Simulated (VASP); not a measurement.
# KI (Fm-3m) in VASP: vibrations by perturbation theory with PBEsol

Aim: the vibrations by perturbation theory of KI with PBEsol.

Everything below comes from runs of VASP 6.6.1. Logs are shortened: lines on timing, memory, paths and dates and some standing lists are left out, and cuts for length are marked.

### Step 1. The cell of the first run

Symmetry: Fm-3m, No. 225, cubic system. The conventional cell has a = 6.848 Å, b = 6.848 Å, c = 6.848 Å, α = 90.00°, β = 90.00°, γ = 90.00°. Within 4.5 Å of K (site symmetry m-3m) lie 6 I at 3.42 Å. Within 4.5 Å of I (site symmetry m-3m) lie 6 K at 3.42 Å.

### Step 2. Vibrations by perturbation theory, PBEsol

Contents of INCAR:

```
SYSTEM = KI
ALGO = Normal
EDIFF = 1E-8
ENCUT = 520
GGA = PS
IBRION = 8
ISIF = 2
ISMEAR = 0
LASPH = .True.
LCHARG = .False.
LEPSILON = .True.
LREAL = .False.
LWAVE = .False.
NBANDS = 15
NELM = 80
NSW = 1
PREC = Accurate
SIGMA = 0.01
```

Contents of KPOINTS:

```
k-points
0
Gamma
  6 6 6
  0 0 0
```

Contents of POSCAR:

```
KI
1.0
    0.0000000000      3.4240608148      3.4240608148
    3.4240608148      0.0000000000      3.4240608148
    3.4240608148      3.4240608148      0.0000000000
K I
1 1
Direct
    0.0000000000      0.0000000000      0.0000000000
    0.5000000000      0.5000000000      0.5000000000
```

Potentials or basis: VASP PAW PBE potentials, release 64 (K_sv, I).

Command:

```console
$ cat potpaw_PBE.64/K_sv/POTCAR potpaw_PBE.64/I/POTCAR > POTCAR
$ mpirun -np 1 vasp_std > vasp.out
```

OUTCAR:

```text
SYSTEM = KI
   EDIFF = 1E-8
   ENCUT = 520
   GGA = PS
   IBRION = 8
   ISIF = 2
   ISMEAR = 0
   LASPH = .True.
   LEPSILON = .True.
   LREAL = .False.
   NELM = 80
   NSW = 1
   PREC = Accurate

 ion  position               nearest neighbor table
   1  0.000  0.000  0.000-   2 3.42   2 3.42   2 3.42   2 3.42   2 3.42   2 3.42
   2  0.500  0.500  0.500-   1 3.42   1 3.42   1 3.42   1 3.42   1 3.42   1 3.42

  LATTYP: Found a face centered cubic cell.
 ALAT       =     6.8481216296

  Lattice vectors:

 A1 = (   0.0000000000,   3.4240608148,   3.4240608148)
 A2 = (   3.4240608148,   0.0000000000,   3.4240608148)
 A3 = (   3.4240608148,   3.4240608148,   0.0000000000)

Analysis of symmetry for initial positions (statically):
=====================================================================
 Subroutine PRICEL returns:
 Original cell was already a primitive cell.

 Routine SETGRP: Setting up the symmetry group for a
 face centered cubic supercell.

 Subroutine GETGRP returns: Found 48 space group operations
 (whereof 48 operations were pure point group operations)
 out of a pool of 48 trial point group operations.

The static configuration has the point symmetry O_h .

Analysis of symmetry for dynamics (positions and initial velocities):
=====================================================================
 Subroutine PRICEL returns:
 Original cell was already a primitive cell.

 Routine SETGRP: Setting up the symmetry group for a
 face centered cubic supercell.

 Subroutine GETGRP returns: Found 48 space group operations
 (whereof 48 operations were pure point group operations)
 out of a pool of 48 trial point group operations.

The dynamic configuration has the point symmetry O_h .

 Subroutine INISYM returns: Found 48 space group operations
 (whereof 48 operations are pure point group operations),
 and found     1 'primitive' translations

----------------------------------------------------------------------------------------

                                     Primitive cell

  volume of cell :      80.2887

  direct lattice vectors                    reciprocal lattice vectors
     0.000000000  3.424060815  3.424060815    -0.146025444  0.146025444  0.146025444
     3.424060815  0.000000000  3.424060815     0.146025444 -0.146025444  0.146025444
     3.424060815  3.424060815  0.000000000     0.146025444  0.146025444 -0.146025444

  length of vectors
     4.842353243  4.842353243  4.842353243     0.252923488  0.252923488  0.252923488

  position of ions in fractional coordinates (direct lattice)
     0.000000000  0.000000000  0.000000000
     0.500000000  0.500000000  0.500000000

  ion indices of the primitive-cell ions
   primitive index   ion index
                 1           1
                 2           2

----------------------------------------------------------------------------------------

 KPOINTS: k-points

Automatic generation of k-mesh.
 Grid dimensions read from file:
 generate k-points for:    6    6    6

 Generating k-lattice:

[... 425 lines left out ...]

 Free energy of the ion-electron system (eV)
  ---------------------------------------------------
  ---------------------------------------------------
  free energy    TOTEN  =        -0.52791775 eV

  energy without entropy =       -0.52791775

------------------------ aborting loop because EDIFF is reached ----------------------------------------

--------------------------------------- Ionic step        2  -------------------------------------------

------------------------ aborting loop because EDIFF is reached ----------------------------------------

--------------------------------------- Ionic step        3  -------------------------------------------

------------------------ aborting loop because EDIFF is reached ----------------------------------------

 PIEZOELECTRIC TENSOR FIELD DIRECTION 3  (e Angst)
 -----------------------------------------------------------------------------
    -0.00018  0.00000 -0.00000           (  0.00001  0.00000 -0.00000)
     0.00000 -0.00018  0.00000           (  0.00000  0.00001  0.00000)
    -0.00000  0.00000 -0.00138           ( -0.00000  0.00000  0.00001)

 PIEZOELECTRIC TENSOR FIELD DIRECTION 3  (C/m^2)
 -----------------------------------------------------------------------------
    -0.00003  0.00000 -0.00000
     0.00000 -0.00003  0.00000
    -0.00000  0.00000 -0.00027

--------------------------------------- Ionic step        4  -------------------------------------------

------------------------ aborting loop because EDIFF is reached ----------------------------------------

[... ionic steps 5 to 6 ...]

--------------------------------------- Ionic step        7  -------------------------------------------

 Free energy of the ion-electron system (eV)
  ---------------------------------------------------
  ---------------------------------------------------
  free energy    TOTEN  =        -0.08602127 eV

  energy without entropy =       -0.08602127

------------------------ aborting loop because EDIFF is reached ----------------------------------------

 INTERNAL STRAIN TENSOR  FOR ION    2  DIRECTION 1   (eV/Angst):
 -----------------------------------------------------------------------------
     0.00347  0.00000  0.00000
     0.00000  0.00093  0.00000
     0.00000  0.00000  0.00093

 MACROSCOPIC STATIC DIELECTRIC TENSOR (including local field effects in DFT)
 ------------------------------------------------------
           3.072689    -0.000000    -0.000000
           0.000000     3.072689    -0.000000
           0.000000    -0.000000     3.072689
 ------------------------------------------------------

 PIEZOELECTRIC TENSOR (including local field effects)  for field in x, y, z        (e  Angst)
          XX          YY          ZZ          XY          YZ          ZX
  --------------------------------------------------------------------------------
  x     0.00000     0.00000     0.00000     0.00000     0.00000     0.00000
  y     0.00000     0.00000     0.00000     0.00000     0.00000     0.00000
  z     0.00000     0.00000     0.00000     0.00000     0.00000     0.00000

 PIEZOELECTRIC TENSOR (including local field effects)  for field in x, y, z        (C/m^2)
          XX          YY          ZZ          XY          YZ          ZX
  --------------------------------------------------------------------------------
  x     0.00000     0.00000     0.00000     0.00000     0.00000     0.00000
  y     0.00000     0.00000     0.00000     0.00000     0.00000     0.00000
  z     0.00000     0.00000     0.00000     0.00000     0.00000     0.00000

 BORN EFFECTIVE CHARGES (including local field effects) (in |e|, cummulative output)
 ---------------------------------------------------------------------------------
 ion    1
    1     1.11044    -0.00000     0.00000
    2     0.00000     1.11044     0.00000
    3     0.00000     0.00000     1.11044
 ion    2
    1    -1.11044     0.00000     0.00000
    2    -0.00000    -1.11044     0.00000
    3     0.00000     0.00000    -1.11044

 INTERNAL STRAIN TENSOR FOR ION    2 for displacements in x,y,z  (eV/Angst):
          X           Y           Z          XY          YZ          ZX
  --------------------------------------------------------------------------------
  x     0.00000     0.00000     0.00000     0.00000     0.00000     0.00000
  y     0.00000     0.00000     0.00000     0.00000     0.00000     0.00000
  z     0.00000     0.00000     0.00000     0.00000     0.00000     0.00000

 SECOND DERIVATIVES (NOT SYMMETRIZED)
 ------------------------------------
               1X          1Y          1Z          2X          2Y          2Z
  1X    -1.505953    0.000000    0.000000    1.505953    0.000000    0.000000
  1Y     0.000000   -1.505953    0.000000    0.000000    1.505953    0.000000
  1Z     0.000000    0.000000   -1.505953    0.000000    0.000000    1.505953
  2X     1.501468    0.000000    0.000000   -1.501468    0.000000    0.000000
  2Y     0.000000    1.501468    0.000000    0.000000   -1.501468    0.000000
  2Z     0.000000    0.000000    1.501468    0.000000    0.000000   -1.501468

 Eigenvectors and eigenvalues of the dynamical matrix
 ----------------------------------------------------

   1 f  =    3.507889 THz    22.040718 2PiTHz  117.010588 cm-1    14.507457 meV
             X         Y         Z           dx          dy          dz
      0.000000  0.000000  0.000000     0.000000    0.874648    0.000000
      3.424061  3.424061  3.424061    -0.000000   -0.484759    0.000000
[... 21 lines left out ...]
   6 f/i=    0.002218 THz     0.013936 2PiTHz    0.073985 cm-1     0.009173 meV
             X         Y         Z           dx          dy          dz
      0.000000  0.000000  0.000000     0.000000   -0.484759    0.000000
      3.424061  3.424061  3.424061     0.000000   -0.874648    0.000000

--------------------------------------------------------------------------------------------------------

 MACROSCOPIC STATIC DIELECTRIC TENSOR IONIC CONTRIBUTION
 ------------------------------------------------------
           1.848165    -0.000000    -0.000000
          -0.000000     1.848165    -0.000000
          -0.000000    -0.000000     1.848165
 ------------------------------------------------------

 ELASTIC MODULI CONTR FROM IONIC RELAXATION (kBar)
 Direction    XX          YY          ZZ          XY          YZ          ZX
 --------------------------------------------------------------------------------
 XX           0.0000      0.0000      0.0000      0.0000      0.0000      0.0000
 YY           0.0000      0.0000      0.0000      0.0000      0.0000      0.0000
 ZZ           0.0000      0.0000      0.0000      0.0000      0.0000      0.0000
 XY           0.0000      0.0000      0.0000      0.0000      0.0000      0.0000
 YZ           0.0000      0.0000      0.0000      0.0000      0.0000      0.0000
 ZX           0.0000      0.0000      0.0000      0.0000      0.0000      0.0000
 --------------------------------------------------------------------------------

 PIEZOELECTRIC TENSOR IONIC CONTR  for field in x, y, z        (C/m^2)
          XX          YY          ZZ          XY          YZ          ZX
  --------------------------------------------------------------------------------
  x     0.00000     0.00000     0.00000     0.00000     0.00000     0.00000
  y     0.00000     0.00000     0.00000     0.00000     0.00000     0.00000
  z     0.00000     0.00000     0.00000     0.00000     0.00000     0.00000
```

It took 7.2 min on 1 thread of AMD EPYC 7R13 (Zen 3), shared host; peak memory 0.27 GiB.

Results:

| Quantity | Value |
| --- | --- |
| Electronic dielectric tensor (diagonal) | 3.07 |
| Born charges (mean of the diagonal) | K +1.11; I -1.11 e |
| Highest phonon frequency at Γ, LO-TO splitting left out | 117 cm⁻¹ |

Phonon frequencies in cm⁻¹ (negative: imaginary):
| q point | frequencies |
| --- | --- |
| (0.000, 0.000, 0.000) | 0 0 0 117 117 117 |

Electronic dielectric tensor:
```
3.07 0.00 0.00
0.00 3.07 0.00
0.00 0.00 3.07
```

Born effective charge tensors (e):
atom 1, K
```
1.11 0.00 0.00
0.00 1.11 0.00
0.00 0.00 1.11
```
atom 2, I
```
-1.11  0.00  0.00
 0.00 -1.11  0.00
 0.00  0.00 -1.11
```

Caveat: the cell stands under pressure or tension, which shifts response properties; spin-orbit coupling is left out, which moves the levels of the heavy elements.
